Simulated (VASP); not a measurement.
KF, 2 atoms in the cell. The structure is cubic, space group Pm-3m (No. 221). Conventional cell: a = 3.179 Å, b = 3.179 Å, c = 3.179 Å, α = 90.00°, β = 90.00°, γ = 90.00°. K (site symmetry m-3m) has 8 F at 2.75 Å and 6 K at 3.18 Å within 3.6 Å. Within 3.6 Å of F (site symmetry m-3m) lie 8 K at 2.75 Å and 6 F at 3.18 Å. 

- Program: VASP 6.6.1
- Task: single point
- Functional: PBE-based screened hybrid with 30 % exact exchange
- Potentials or basis: VASP PAW PBE potentials, release 64 (K_sv, F)
- Cutoff: 520 eV
- k mesh: 4 × 4 × 4
- Occupations: gaussian, width 0.01 eV
- Spin: no spin polarisation
- Dipole correction: no
- Grid for exact exchange (PRECFOCK): Normal
- Share of exact exchange: 0.3
- Further INCAR settings: ALGO = Normal; EDIFF = 1e-06; NBANDS = 15
- Screening parameter: 0.3 1/Å

Potentials or basis: VASP PAW PBE potentials, release 64 (K_sv, F).

Run with:

```console
$ cat potpaw_PBE.64/K_sv/POTCAR potpaw_PBE.64/F/POTCAR > POTCAR
$ cp INCAR.step1 INCAR
$ mpirun -np 1 vasp_std > vasp.out
$ cp INCAR.step2 INCAR
$ mpirun -np 1 vasp_std > vasp.out
```

Hardware: 1 thread of Intel Xeon 8259CL, with other jobs on the host.

Q: How long does it take, and how much memory?

A: It took 5.2 min on 1 thread of Intel Xeon 8259CL, on a shared host, peak memory 0.24 GiB. Counts: k points 10.
